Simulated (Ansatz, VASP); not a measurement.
# FeB3: VASP beside Ansatz

```
Fe B
1.0
    -1.46100    1.46100    3.16429
     1.46100   -1.46100    3.16429
     1.46100    1.46100   -3.16429
Fe B
1 3
Direct
  0.00000 0.00000 0.00000
  0.50000 0.50000 0.00000
  0.25000 0.75000 0.50000
  0.75000 0.25000 0.50000
```

Alike in both runs: functional PBE; k mesh 22 × 22 × 22; occupations gaussian, width 0.1 eV; no spin polarisation.

Ansatz relaxed the structure, and its values are those at the end. VASP's run is a single point on that final structure, the one shown.

```csv
,VASP,Ansatz
version,VASP 6.6.1,Ansatz 0.2.0
potentials or method,"VASP PAW PBE potentials, release 64 (Fe, B), cutoff 520 eV","scalar-relativistic, plane waves, PAW"
valence electrons in the cell,17,25
```

```tsv
	VASP	Ansatz	Ansatz less VASP
gap on the k mesh at the Fermi level (eV)	none	none	-
pressure (GPa)	0.7	0.0	-0.72
```

A gap of «none» marks a metal or a gap that the smearing closes. VASP's potentials hold 17 valence electrons a cell and Ansatz's 25, so a difference there can come from the potentials and not from the codes.
